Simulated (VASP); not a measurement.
# H15NO6 in VASP: single point with PBE+D3(BJ)

Aim: the single point of H15NO6 with PBE+D3(BJ).

Everything below comes from runs of VASP 6.6.1. Logs are shortened: lines on timing, memory, paths and dates and some standing lists are left out, and cuts for length are marked.

## (1) The cell of the first run

The cell holds a disordered packing, 22 atoms: a = 5.820 Å, b = 5.820 Å, c = 5.820 Å, α = 90.00°, β = 90.00°, γ = 90.00°.

## (2) Single point, PBE+D3(BJ)

The input, INCAR:

```
SYSTEM = H15NO6
PREC     = Accurate       ! precision mode
ENCUT    = 1000           ! plane-wave cutoff, eV
EDIFF    = 1E-6           ! SCF threshold, eV
ISMEAR   = -1             ! smearing method
SIGMA    = 0.02           ! smearing width, eV
LREAL    = Auto         
LASPH    = .True.         ! aspherical terms in the spheres
NELM     = 120            ! most SCF steps
ALGO     = Normal         ! electronic algorithm
ISIF     = 2              ! what is computed and relaxed
LWAVE    = .False.        ! write WAVECAR
LCHARG   = .False.        ! write CHGCAR
GGA      = PE             ! functional
IVDW     = 12             ! dispersion correction
NBANDS   = 45             ! bands
GGA_COMPAT= .False.
```

The input, KPOINTS:

```
regular mesh
0
Gamma
  1 1 1
  0 0 0
```

The input, POSCAR:

```
H15NO6
1.0
    5.8196320000      0.0000000000      0.0000000000
    0.0000000000      5.8196320000      0.0000000000
    0.0000000000      0.0000000000      5.8196320000
O H N
6 15 1
Direct
    0.8815984932      0.4762965527     -0.0353997741
    0.3434562570      0.0818283458      0.3803357320
    0.5594055472      0.4963580001      0.2911694792
    0.0572209252      0.1045886500      0.7555223303
    0.6645492335      0.8476357998      0.6142429191
    0.3268582224      0.7383660280     -0.0461848509
    0.7774390735      0.4666074198      0.0990280602
    1.0097543284      0.5734607944      0.0128728056
    0.4186154305      0.2324911955      0.3529076681
    0.2377035315      0.1082466944      0.5132998164
    0.4673221061      0.5900967902      0.1819846264
    0.6044518546      0.6054119020      0.4155163559
   -0.0032292258      0.2420638867      0.8368980443
   -0.0824128905      0.0195710241      0.7094734273
    0.5826563365      0.8029543286      0.7563732661
    0.5479012678      0.9433009812      0.5283177471
    0.2618428467      0.8926815109     -0.0273275996
    0.2620113804      0.6867325898     -0.1998494889
    0.1462274397      0.4583813104      0.4878450215
   -0.0460053796      0.6337074290      0.5956539282
    0.1497137727      0.7321580536      0.4181884781
    0.1229625491      0.6201182130      0.5506160078
```

Potentials or basis: VASP PAW PBE potentials, release 64 (O_h, H_h, N_h).

Run with:

```
cat potpaw_PBE.64/O_h/POTCAR potpaw_PBE.64/H_h/POTCAR potpaw_PBE.64/N_h/POTCAR > POTCAR
mpirun -np 1 vasp_gam > vasp.out
```

OUTCAR:

```text
SYSTEM = H15NO6
   PREC = Accurate
   ENCUT = 1000
   EDIFF = 1E-6
   ISMEAR = -1
   LREAL = Auto
   LASPH = .True.
   NELM = 120
   ISIF = 2
   GGA = PE
   IVDW = 12
 IVDW          = 12

 ion  position               nearest neighbor table
   1  0.882  0.476  0.965-   8 0.98   7 0.99
   2  0.343  0.082  0.380-   9 0.99  10 1.00
   3  0.559  0.496  0.291-  11 0.99  12 1.00
   4  0.057  0.105  0.756-  14 0.99  13 0.99
   5  0.665  0.848  0.614-  15 0.99  16 1.01
   6  0.327  0.738  0.954-  17 0.98  18 1.02
   7  0.777  0.467  0.099-   1 0.99
   8  0.010  0.573  0.013-   1 0.98
   9  0.419  0.232  0.353-   2 0.99
  10  0.238  0.108  0.513-   2 1.00
  11  0.467  0.590  0.182-   3 0.99
  12  0.604  0.605  0.416-   3 1.00
  13  0.997  0.242  0.837-   4 0.99
  14  0.918  0.020  0.709-   4 0.99
  15  0.583  0.803  0.756-   5 0.99
  16  0.548  0.943  0.528-   5 1.01
  17  0.262  0.893  0.973-   6 0.98
  18  0.262  0.687  0.800-   6 1.02
  19  0.146  0.458  0.488-  22 1.02
  20  0.954  0.634  0.596-  22 1.02
  21  0.150  0.732  0.418-  22 1.02
  22  0.123  0.620  0.551-  19 1.02  20 1.02  21 1.02

  LATTYP: Found a simple cubic cell.
 ALAT       =     5.8196320000

  Lattice vectors:

 A1 = (   5.8196320000,   0.0000000000,   0.0000000000)
 A2 = (   0.0000000000,   5.8196320000,   0.0000000000)
 A3 = (   0.0000000000,   0.0000000000,   5.8196320000)

Analysis of symmetry for initial positions (statically):
=====================================================================
 Subroutine PRICEL returns:
 Original cell was already a primitive cell.

 Routine SETGRP: Setting up the symmetry group for a
 simple cubic supercell.

 Subroutine GETGRP returns: Found  1 space group operations
 (whereof  1 operations were pure point group operations)
 out of a pool of 48 trial point group operations.

The static configuration has the point symmetry C_1 .

Analysis of symmetry for dynamics (positions and initial velocities):
=====================================================================
 Subroutine PRICEL returns:
 Original cell was already a primitive cell.

 Routine SETGRP: Setting up the symmetry group for a
 simple cubic supercell.

 Subroutine GETGRP returns: Found  1 space group operations
 (whereof  1 operations were pure point group operations)
 out of a pool of 48 trial point group operations.

The dynamic configuration has the point symmetry C_1 .

 Subroutine INISYM returns: Found  1 space group operations
 (whereof  1 operations are pure point group operations),
 and found     1 'primitive' translations

----------------------------------------------------------------------------------------

                                     Primitive cell

  volume of cell :     197.1000

  direct lattice vectors                    reciprocal lattice vectors
     5.819632000  0.000000000  0.000000000     0.171832171  0.000000000  0.000000000
     0.000000000  5.819632000  0.000000000     0.000000000  0.171832171  0.000000000
     0.000000000  0.000000000  5.819632000     0.000000000  0.000000000  0.171832171

  length of vectors
     5.819632000  5.819632000  5.819632000     0.171832171  0.171832171  0.171832171

  position of ions in fractional coordinates (direct lattice)
     0.881598493  0.476296553  0.964600226
     0.343456257  0.081828346  0.380335732
     0.559405547  0.496358000  0.291169479
     0.057220925  0.104588650  0.755522330
     0.664549233  0.847635800  0.614242919
     0.326858222  0.738366028  0.953815149
[... 14 lines left out ...]
     0.149713773  0.732158054  0.418188478
     0.122962549  0.620118213  0.550616008

  ion indices of the primitive-cell ions
   primitive index   ion index
                 1           1
                 2           2
                 3           3
                 4           4
                 5           5
                 6           6
[... 14 lines left out ...]
                21          21
                22          22

----------------------------------------------------------------------------------------

 KPOINTS: regular mesh

Automatic generation of k-mesh.
 Grid dimensions read from file:
 generate k-points for:    1    1    1

 Generating k-lattice:

  Cartesian coordinates                     Fractional coordinates (reciprocal lattice)
     0.171832171  0.000000000  0.000000000     1.000000000  0.000000000  0.000000000
     0.000000000  0.171832171  0.000000000     0.000000000  1.000000000  0.000000000
     0.000000000  0.000000000  0.171832171     0.000000000  0.000000000  1.000000000

  Length of vectors
     0.171832171  0.171832171  0.171832171

  Shift w.r.t. Gamma in fractional coordinates (k-lattice)
     0.000000000  0.000000000  0.000000000

 Subroutine IBZKPT returns following result:
 ===========================================

 Found      1 irreducible k-points:

 Following reciprocal coordinates:
            Coordinates               Weight
  0.000000  0.000000  0.000000      1.000000
   k-points           NKPTS =      1   k-points in BZ     NKDIM =      1   number of bands    NBANDS=     45
   number of dos      NEDOS =    301   number of ions     NIONS =     22
   total plane-waves  NPLWV = 216000
   dimension x,y,z NGX =    60 NGY =   60 NGZ =   60
   dimension x,y,z NGXF=   120 NGYF=  120 NGZF=  120
   ions per type =               6  15   1
   NGX,Y,Z   is equivalent  to a cutoff of  17.14, 17.14, 17.14 a.u.
   NGXF,Y,Z  is equivalent  to a cutoff of  34.28, 34.28, 34.28 a.u.
 SYSTEM =  H15NO6
   PREC   = accura    normal or accurate (medium, high low for compatibility)
   ISTART =      0    job   : 0-new  1-cont  2-samecut
   ICHARG =      2    charge: 1-file 2-atom 10-const
   ISPIN  =      1    spin polarized calculation?
   LNONCOLLINEAR =      F non collinear calculations
   LSORBIT =      F    spin-orbit coupling
   LASPH  =      T    aspherical Exc in radial PAW
   ENCUT  = 1000.0 eV  73.50 Ry    8.57 a.u.  15.01 15.01 15.01*2*pi/ulx,y,z
   NELM   =    120;   NELMIN=  2; NELMDL= -5     # of ELM steps
   EDIFF  = 0.1E-05   stopping-criterion for ELM
   LREAL  =      T    real-space projection
   EDIFFG = 0.1E-04   stopping-criterion for IOM
   NSW    =      0    number of steps for IOM
   IBRION =     -1    ionic relax: 0-MD 1-quasi-New 2-CG
   NFREE  =      0    steps in history (QN), initial steepest desc. (CG)
   ISIF   =      2    stress and relaxation
   ISYM   =      2    0-nonsym 1-usesym 2-fastsym
   POTIM  = 0.5000    time-step for ionic-motion
   TEBEG  =    0.0;   TEEND  =   0.0 temperature during run
   PSTRESS=    0.0 pullay stress
   NELECT =      56.0000    total number of electrons
   NUPDOWN=      -1.0000    fix difference up-down
   EMIN   =  10.00;   EMAX   =-10.00  energy-range for DOS
   EFERMI =   0.00;   METHOD = LEGACY
   ISMEAR =    -1;   SIGMA  =   0.02  broadening in eV -4-tet -1-fermi 0-gaus
   EFERMI_NEDOS =   21; number of points for ismear=-14 and -15
   IALGO  =     38    algorithm
   IMIX   =      4    mixing-type and parameters
     AMIX     =   0.40;   BMIX     =  1.00
     AMIX_MAG =   1.60;   BMIX_MAG =  1.00
  volume/ion in A,a.u.               =       8.96        60.46
  Fermi-wavevector in a.u.,A,eV,Ry     =   1.076239  2.033796 15.759492  1.158290
  Thomas-Fermi vector in A             =   2.212118
   LORBIT       =      0    0 simple, 1 ext, 2 COOP (PROOUT), +10 PAW based schemes
   GGA     = PE    functional components
   LHFCALC =     F    Hartree Fock is set to
   AEXX    =    0.0000 exact exchange contribution
   IVDW    =    12    specifies the selected vdW correction
   LEPSILON=     F    determine dielectric tensor
   LRPA    =     F    only Hartree local field effects (RPA)
 non-spin polarized calculation
  energy-cutoff  :     1000.00
  volume of cell :      197.10
 maximum number of plane-waves:      7074
   NGX = 31   NGY = 31   NGZ = 31

 number of electron      56.0000000 magnetization

 Free energy of the ion-electron system (eV)
  ---------------------------------------------------
  ext. energy  EPLUGINS =         0.00000000
  ---------------------------------------------------
  free energy    TOTEN  =      -108.33585053 eV

  energy without entropy =     -108.33585053  energy(sigma->0) =     -108.33585053

 E-fermi :  -2.4925     XC(G=0):  -7.1106

 val. band max:       -2.9864136324   @ k =   0.0000   0.0000   0.0000
 cond. band min:       1.9556580963   @ k =   0.0000   0.0000   0.0000
 fundamental gap:      4.9420717287
 Fermi energy:        -2.4925291852

 k-point     1 :       0.0000    0.0000    0.0000
  band No.  band energies     occupation
      1     -21.9555      2.00000
      2     -21.3695      2.00000
      3     -21.2819      2.00000
      4     -21.1722      2.00000
      5     -20.9558      2.00000
      6     -20.7360      2.00000
[... 32 lines left out ...]
     39       8.5670      0.00000
     40       8.7887      0.00000
 [bands above 40 left out]

------------------------ aborting loop because EDIFF is reached ----------------------------------------

 Edisp (eV)   -0.85530

 E8    (eV) :    -0.1772

  FORCE on cell =-STRESS in cart. coord.  units (eV):
  Direction    XX          YY          ZZ          XY          YZ          ZX
  --------------------------------------------------------------------------------------
  -------------------------------------------------------------------------------------
  Total       0.90551     0.69914    -0.49511    -0.47495     0.07482    -1.30940
  in kB       7.36066     5.68311    -4.02464    -3.86071     0.60823   -10.64376
  external pressure =        3.01 kB  Pullay stress =        0.00 kB

 VOLUME and BASIS-vectors are now :
 -----------------------------------------------------------------------------
  energy-cutoff  :     1000.00
  volume of cell :      197.10
      direct lattice vectors                 reciprocal lattice vectors
     5.819632000  0.000000000  0.000000000     0.171832171  0.000000000  0.000000000
     0.000000000  5.819632000  0.000000000     0.000000000  0.171832171  0.000000000
     0.000000000  0.000000000  5.819632000     0.000000000  0.000000000  0.171832171

 POSITION                                       TOTAL-FORCE (eV/Angst)
 -----------------------------------------------------------------------------------
      5.13058      2.77187      5.61362         0.159294     -0.037691      0.065899
      1.99879      0.47621      2.21341         0.041508      0.241614      0.255496
      3.25553      2.88862      1.69450         0.016284      0.201248      0.062681
      0.33300      0.60867      4.39686        -0.054006     -0.084890     -0.064310
      3.86743      4.93293      3.57467        -0.190783     -0.006590      0.095932
      1.90219      4.29702      5.55085         0.117868      0.148196      0.235976
[... 14 lines left out ...]
      0.87128      4.26089      2.43370         0.032901     -0.025867      0.064253
      0.71560      3.60886      3.20438        -0.059907     -0.092650     -0.053252
 -----------------------------------------------------------------------------------
    total drift:                               -0.002661      0.001134     -0.000542

  FREE ENERGIE OF THE ION-ELECTRON SYSTEM (eV)
  ---------------------------------------------------
  free  energy   TOTEN  =      -109.1911463442 eV

  energy  without entropy=     -109.1911463442  energy(sigma->0) =     -109.19114634
```

Wall time 23 s (1 thread of AMD EPYC 9R45 (Zen 5), shared host); peak memory 0.41 GiB.

Results:

* Free energy: -109.1911 eV
* Pressure: 0.3 GPa
* Largest force: 0.354 eV/Å
* Dispersion energy per atom: -0.039 eV

Forces on the atoms (eV/Å):
```
O    0.159 -0.038  0.066
O    0.042  0.242  0.255
O    0.016  0.201  0.063
O   -0.054 -0.085 -0.064
O   -0.191 -0.007  0.096
O    0.118  0.148  0.236
H   -0.049  0.009  0.039
H    0.013 -0.043 -0.044
H   -0.023 -0.108 -0.074
H    0.038 -0.080 -0.079
H    0.051 -0.043 -0.017
H   -0.117 -0.129 -0.144
H   -0.050  0.098  0.080
H    0.015 -0.019 -0.005
H    0.081  0.059 -0.112
H    0.132 -0.028  0.021
H    0.030 -0.038 -0.048
H   -0.178 -0.109 -0.279
H   -0.005  0.065  0.019
H   -0.001  0.023 -0.020
H    0.033 -0.026  0.064
N   -0.060 -0.093 -0.053
```

Levels at points of the mesh, in eV from the Fermi level:
```csv
k point,band 25,band 26,band 27,band 28,band 29,band 30,band 31,band 32
"(0.00, 0.00, 0.00)",-1.04,-0.91,-0.81,-0.49,4.45,8.08,8.42,8.66
```

Caveat: the k points lie up to 1.08 Å⁻¹ apart, too coarse for converged energies, forces and pressures.
